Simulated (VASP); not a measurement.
HgTe, 2 atoms in the cell. It takes space group F-43m (No. 216, cubic). Conventional cell: a = 6.661 Å, b = 6.661 Å, c = 6.661 Å, α = 90.00°, β = 90.00°, γ = 90.00°. Within 3.8 Å of Hg (site symmetry -43m) lie 4 Te at 2.88 Å. Within 3.8 Å of Te (site symmetry -43m) lie 4 Hg at 2.88 Å. 

| Quantity | Value |
| --- | --- |
| Program | VASP 6.6.1 |
| Task | single point |
| Functional | PBE |
| Potentials or basis | VASP PAW PBE potentials, release 64 (Hg, Te) |
| Cutoff | 520 eV |
| k mesh | 8 × 8 × 8 |
| Occupations | fermi-dirac, width 0.15 eV |
| Spin | no spin polarisation |
| Dipole correction | no |
| Further INCAR settings | ALGO = Normal; EDIFF = 1e-06; NBANDS = 16 |

Potentials or basis: VASP PAW PBE potentials, release 64 (Hg, Te).

Launch:

```bash
$ cat potpaw_PBE.64/Hg/POTCAR potpaw_PBE.64/Te/POTCAR > POTCAR
$ mpirun -np 1 vasp_std > vasp.out
```

Hardware: 1 thread of Intel(R) Xeon(R) 6975P-C (Granite Rapids), on a shared host.

Q: Estimate the wall time of this run.

A: Run time: 15 s on 1 thread of Intel(R) Xeon(R) 6975P-C (Granite Rapids), with other jobs on the host, peak memory 0.22 GiB. Counts: scf iterations 12, k points 29.
